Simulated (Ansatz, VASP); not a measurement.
# One calculation of ZnO3, two programs

Contents of INCAR:

```
PREC = Accurate ; ENCUT = 520
EDIFF = 1E-6 ; ISMEAR = 0
SIGMA = 0.1 ; LREAL = F
LASPH = T ; NELM = 150
ALGO = Normal ; ISIF = 2
LWAVE = F ; LCHARG = T
ISPIN = 2 ; MAGMOM = 0 1 1 1
LORBIT = 11 ; LELF = T
LVHAR = T ; NBANDS = 27
```

Contents of KPOINTS:

```
Automatic mesh
0
Gamma
  9 9 4
```

POSCAR

```
ZnO3
1.0
    3.0329985910      0.0000000000      0.0000000000
   -1.5164992955      2.6266538294      0.0000000000
    0.0000000000      0.0000000000      7.4033160000
Zn O
1 3
Direct
    0.0000000000      0.0000000000      0.0000000000
    0.3333333300      0.6666666700      0.1726190000
    0.6666666700      0.3333333300      0.8273810000
    0.0000000000      0.0000000000      0.5000000000
```

Input for Ansatz:

```yaml
crystal:
  lattice:
    - [3.032998591, 0.0, 0.0]
    - [-1.5164992955, 2.6266538294, 0.0]
    - [0.0, 0.0, 7.403316]
  atoms:
    - { symbol: Zn, position: [0.0, 0.0, 0.0] }
    - { symbol: O, position: [0.33333333, 0.66666667, 0.172619], spin: 1.0 }
    - { symbol: O, position: [0.66666667, 0.33333333, 0.827381], spin: 1.0 }
    - { symbol: O, position: [0.0, 0.0, 0.5], spin: 1.0 }
magnetization:
  spin_polarized: true
basis:
  ecutwfc: 420
  fft_grid_basis: typed
kpoints:
  mp_grid: { grid: [9, 9, 4] }
hamiltonian:
  xc: lda
scf:
  occupations: { method: gaussian, width: 0.1 }
output:
  forces: true
  stress: true
  eigenvalues: true
  bader: true
  write_density: true
  volumetric_format: npy
  populations: true
```

Alike in both runs: task single point; functional LDA; k mesh 9 × 9 × 4; occupations gaussian, width 0.1 eV; collinear spin.

|  | VASP | Ansatz |
| --- | --- | --- |
| version | VASP 6.6.1 | Ansatz 0.2.0 |
| potentials or method | VASP PAW LDA potentials, release 64 (Zn, O), cutoff 520 eV | scalar-relativistic, plane waves, PAW |
| valence electrons in the cell | 30 | 30 |

Ansatz gave:

- gap on the k mesh at the Fermi level (eV): none
- rms of the force components (eV/Å): 0.893
- net moment per atom (μB): 1.00
- size of the moment on the site where the two differ most (μB): 2.05

Problem. Estimate VASP's values.

Solution. gap on the k mesh at the Fermi level (eV): none; rms of the force components (eV/Å): 0.872; net moment per atom (μB): 1.00; size of the moment on the site where the two differ most (μB): 1.69.

LDA's correlation is that of Perdew and Zunger in VASP and of Perdew and Wang (1992) in Ansatz. Site moments also hang on the region over which each program counts them. Atom by atom the forces differ by 0.021 eV/Å (rms over components). A gap of «none» marks a metal or a gap that the smearing closes.
